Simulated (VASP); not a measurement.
# Co (Fm-3m) in VASP: a series of runs, part 2 of 2

VASP 6.6.1.

## Step 3: Relaxation of cell and atoms, PBE, collinear spin, ferromagnetic start

This run uses another cell than the first one, of 10.84 Å³/atom.

Input file INCAR:

```
  PREC = Accurate
  ENCUT = 600
  EDIFF = 1E-6
  ISMEAR = 0
  SIGMA = 0.1
  LREAL = F
  LASPH = T
  NELM = 150
  ALGO = Normal
  ISIF = 3
  LWAVE = F
  LCHARG = F
  ISPIN = 2
  MAGMOM = 1.94
  LORBIT = 11
  LMAXMIX = 4
  GGA = PE
  IBRION = 2
  NSW = 100
  EDIFFG = -0.01
```

Input file KPOINTS:

```
regular mesh
0
Gamma
  26 26 26
```

Input file POSCAR:

```
Co
1.0
    0.0000000000      1.7566572351      1.7566572351
    1.7566572351      0.0000000000      1.7566572351
    1.7566572351      1.7566572351      0.0000000000
Co
1
Direct
    0.0000000000      0.0000000000      0.0000000000
```

Potentials or basis: VASP PAW PBE potentials, release 64 (Co).

On the command line:

```sh
$ cat potpaw_PBE.64/Co/POTCAR > POTCAR
$ mpirun -np 1 vasp_std > vasp.out
```

OUTCAR:

```text
PREC = Accurate
   ENCUT = 600
   EDIFF = 1E-6
   ISMEAR = 0
   LREAL = F
   LASPH = T
   NELM = 150
   ISIF = 3
   ISPIN = 2
   LORBIT = 11
   GGA = PE
   IBRION = 2
   NSW = 100
   EDIFFG = -0.01

 ion  position               nearest neighbor table
   1  0.000  0.000  0.000-

  LATTYP: Found a face centered cubic cell.
 ALAT       =     3.5133144702

  Lattice vectors:

 A1 = (   0.0000000000,   1.7566572351,   1.7566572351)
 A2 = (   1.7566572351,   0.0000000000,   1.7566572351)
 A3 = (   1.7566572351,   1.7566572351,   0.0000000000)

Analysis of symmetry for initial positions (statically):
=====================================================================
 Subroutine PRICEL returns:
 Original cell was already a primitive cell.

 Routine SETGRP: Setting up the symmetry group for a
 face centered cubic supercell.

 Subroutine GETGRP returns: Found 48 space group operations
 (whereof 48 operations were pure point group operations)
 out of a pool of 48 trial point group operations.

The static configuration has the point symmetry O_h .

Analysis of symmetry for dynamics (positions and initial velocities):
=====================================================================
 Subroutine PRICEL returns:
 Original cell was already a primitive cell.

 Routine SETGRP: Setting up the symmetry group for a
 face centered cubic supercell.

 Subroutine GETGRP returns: Found 48 space group operations
 (whereof 48 operations were pure point group operations)
 out of a pool of 48 trial point group operations.

The dynamic configuration has the point symmetry O_h .

Analysis of structural, dynamic, and magnetic symmetry:
=====================================================================
 Subroutine PRICEL returns:
 Original cell was already a primitive cell.

 Routine SETGRP: Setting up the symmetry group for a
 face centered cubic supercell.

 Subroutine GETGRP returns: Found 48 space group operations
 (whereof 48 operations were pure point group operations)
 out of a pool of 48 trial point group operations.

The overall configuration has the point symmetry O_h .

[... 135 lines left out ...]
--------------------------------------- Ionic step        1  -------------------------------------------

 number of electron       8.9999996 magnetization       1.6470578

 Free energy of the ion-electron system (eV)
  ---------------------------------------------------
  ext. energy  EPLUGINS =         0.00000000
  ---------------------------------------------------
  free energy    TOTEN  =        -7.02137731 eV

  energy without entropy =       -7.01518294  energy(sigma->0) =       -7.01828013

------------------------ aborting loop because EDIFF is reached ----------------------------------------

  FORCE on cell =-STRESS in cart. coord.  units (eV):
  Direction    XX          YY          ZZ          XY          YZ          ZX
  --------------------------------------------------------------------------------------
  -------------------------------------------------------------------------------------
  Total        0.0547639      0.0547639      0.0547639      0.0000000      0.0000000     -0.0000000
  in kB        8.0930872      8.0930872      8.0930872      0.0000000      0.0000000     -0.0000000
  external PRESSURE =       8.0930872 kB  Pullay stress =       0.0000000 kB
[... 57 lines left out ...]
--------------------------------------- Ionic step        3  -------------------------------------------

 number of electron       8.9999996 magnetization       1.6497087

 Free energy of the ion-electron system (eV)
  ---------------------------------------------------
  ext. energy  EPLUGINS =         0.00000000
  ---------------------------------------------------
  free energy    TOTEN  =        -7.02145993 eV

  energy without entropy =       -7.01528083  energy(sigma->0) =       -7.01837038

 E-fermi :  10.3247     XC(G=0): -13.3898

 val. band max:       10.3234958805   @ k =   0.4615   0.3846   0.0385
 cond. band min:      10.3251232801   @ k =  -0.2692   0.3462   0.0769
 fundamental gap:      0.0016273996
 Fermi energy:        10.3246695421

 spin component 1

 k-point     1 :       0.0000    0.0000    0.0000
  band No.  band energies     occupation
      1       1.3149      1.00000
      2       7.5968      1.00000
      3       7.5968      1.00000
      4       7.5968      1.00000
      5       8.6280      1.00000
      6       8.6280      1.00000
      7      33.3353      0.00000
      8      37.6591      0.00000
      9      37.6591      0.00000
[... 265 lines left out ...]
 k-point    24 :       0.3846    0.0385    0.0000
  band No.  band energies     occupation
      1       4.9089      1.00000
      2       7.5383      1.00000
      3       7.6024      1.00000
      4       8.1373      1.00000
      5       9.3370      1.00000
      6       9.3675      1.00000
      7      19.5713      0.00000
      8      32.2003      0.00000
      9      34.1621      0.00000

 [... further k-points ...]

 spin component 2

 k-point     1 :       0.0000    0.0000    0.0000
  band No.  band energies     occupation
      1       1.3351      1.00000
      2       9.1799      1.00000
      3       9.1799      1.00000
      4       9.1799      1.00000
      5      10.6333      0.00001
      6      10.6333      0.00001
      7      33.0181      0.00000
      8      37.8209      0.00000
      9      37.8209      0.00000
[... 304 lines left out ...]
  FREE ENERGIE OF THE ION-ELECTRON SYSTEM (eV)
  ---------------------------------------------------
  free  energy   TOTEN  =        -7.0214599252 eV

  energy  without entropy=       -7.0152808298  energy(sigma->0) =       -7.01837038

 reached required accuracy - stopping structural energy minimisation

 total charge

# of ion       s       p       d       tot
------------------------------------------
    1        0.489   0.522   7.255   8.266

 magnetization (x)

# of ion       s       p       d       tot
------------------------------------------
    1       -0.012  -0.048   1.728   1.667
```

OSZICAR:

```text
N       E                     dE             d eps       ncg     rms          rms(c)
DAV:   1     0.224218646040E+02    0.22422E+02   -0.46197E+03 18484   0.133E+03
DAV:   2    -0.756496395431E+01   -0.29987E+02   -0.28784E+02 18574   0.160E+02
[... 21 lines left out ...]
       N       E                     dE             d eps       ncg     rms          rms(c)
DAV:   1    -0.702385114347E+01   -0.25347E-02   -0.45921E-02 19302   0.363E+00    0.390E-01
DAV:   2    -0.702197229639E+01    0.18788E-02   -0.28637E-02 19442   0.253E+00    0.254E-01
DAV:   3    -0.702151917564E+01    0.45312E-03   -0.31244E-03 19327   0.891E-01    0.118E-01
DAV:   4    -0.702148636477E+01    0.32811E-04   -0.89872E-06 19819   0.392E-02    0.347E-02
DAV:   5    -0.702145999089E+01    0.26374E-04   -0.35098E-05 26106   0.491E-02    0.718E-03
DAV:   6    -0.702145992522E+01    0.65665E-07   -0.53374E-07  9449   0.886E-03
   3 F= -.70214599E+01 E0= -.70183704E+01  d E =-.826125E-04  mag=     1.6499
```

Run time: 2.3 min. Hardware: 1 thread of AMD EPYC 9R14 (Zen 4), shared host; peak memory 0.2 GiB.

What came out:

```yaml
Free_energy: -7.0215 eV
Relaxed_volume: 10.88 Å³/atom
Relaxed_cell: a = 2.487 Å, b = 2.487 Å, c = 2.487 Å, α = 60.00°, β = 60.00°, γ = 60.00°
Space_group_after_relaxing_to_0.1_Å: Fm-3m (No. 225)
Energy_gained_by_relaxing: 0.1 meV/atom
Ionic_steps: 3
Pressure_after_relaxing: 0.1 GPa
Net_moment: 1.65 μB per cell
Site_moments: Co +1.67 μB
Valence_electrons_inside_the_program's_atomic_spheres: Co 8.27
```

Final structure:
```yaml
crystal:
  lattice:
    - [0.00000, 1.75858, 1.75858]
    - [1.75858, 0.00000, 1.75858]
    - [1.75858, 1.75858, 0.00000]
  atoms:
    - { symbol: Co, position: [0.00000, 0.00000, 0.00000] }
```

## Step 4: Relaxation of cell and atoms, PBE, collinear spin, ferromagnetic start

This run uses another cell than the first one, of 10.88 Å³/atom.

Input file INCAR:

```
ALGO = Fast
EDIFF = 1E-6
EDIFFG = -0.01
ENCUT = 600
GGA = PE
IBRION = 2
ISIF = 3
ISMEAR = 0
ISPIN = 2
LASPH = T
LCHARG = F
LMAXMIX = 4
LORBIT = 11
LREAL = F
LWAVE = F
MAGMOM = 1.87
NELM = 150
NSW = 100
PREC = Accurate
SIGMA = 0.1
```

Input file KPOINTS:

```
k-points
0
Gamma
  26 26 26
```

Input file POSCAR:

```
Co
1.0
    0.0000000000      1.7587316500      1.7587316500
    1.7587316500      0.0000000000      1.7587316500
    1.7587316500      1.7587316500      0.0000000000
Co
1
Direct
    0.0000000000      0.0000000000      0.0000000000
```

On the command line:

```sh
$ cat potpaw_PBE.64/Co/POTCAR > POTCAR
$ mpirun -np 1 vasp_std > vasp.out
```

It took 1.8 min on 1 thread of Oxide Virtual Turin-like, shared host; peak memory 0.19 GiB.

It converged, with:

```
Free energy                                           : -7.0215 eV
Pressure after relaxing                               : 0.0 GPa
Net moment                                            : 1.65 μB per cell
Site moments                                          : Co +1.67 μB
Valence electrons inside the program's atomic spheres : Co 8.27
```

Final structure:
```yaml
crystal:
  lattice:
    - [0.00000, 1.75873, 1.75873]
    - [1.75873, 0.00000, 1.75873]
    - [1.75873, 1.75873, 0.00000]
  atoms:
    - { symbol: Co, position: [0.00000, 0.00000, 0.00000] }
```

Levels at points of the mesh, in eV from the Fermi level:
Spin up:
```tsv
k point	band 2	band 3	band 4	band 5	band 6	band 7	band 8	band 9
(0.00, 0.00, 0.00)	-2.73	-2.73	-2.73	-1.70	-1.70	23.01	27.33	27.33
(0.50, 0.00, 0.00)	-2.86	-2.86	-0.80	-0.80	-0.30	6.09	21.57	24.84
(0.50, 0.50, 0.00)	-4.66	-0.91	-0.54	-0.54	2.50	9.53	14.85	14.85
```
Spin down:
```tsv
k point	band 1	band 2	band 3	band 4	band 5	band 6	band 7	band 8
(0.00, 0.00, 0.00)	-8.99	-1.14	-1.14	-1.14	0.31	0.31	22.69	27.49
(0.50, 0.00, 0.00)	-4.29	-1.15	-1.15	-0.34	1.12	1.12	7.10	21.27
(0.50, 0.50, 0.00)	-4.09	-3.39	1.18	1.29	1.29	2.51	10.45	15.02
```

## Step 5: Overview

```tsv
task	cell	cutoff (eV)	gap on the mesh (eV)	pressure (GPa)	moment (μB)	relaxed volume (Å³/atom)
single point	a = 2.490 Å, angles 60.0°, 1 atom	520	none	-0.7	1.65	-
relaxation of cell and atoms	relaxed from a = 2.484 Å, angles 60.0°, 1 atom	600	none	0.1	1.65	10.88
relaxation of cell and atoms	relaxed from a = 2.487 Å, angles 60.0°, 1 atom	600	none	0.0	1.65	10.88
```

Alike in all rows: level PBE; potentials or basis VASP PAW PBE potentials, release 64 (Co); spin collinear, ferromagnetic start; k mesh 26 × 26 × 26; smearing gaussian 0.1 eV.

Absolute energies hang on the potentials; compare differences alone.
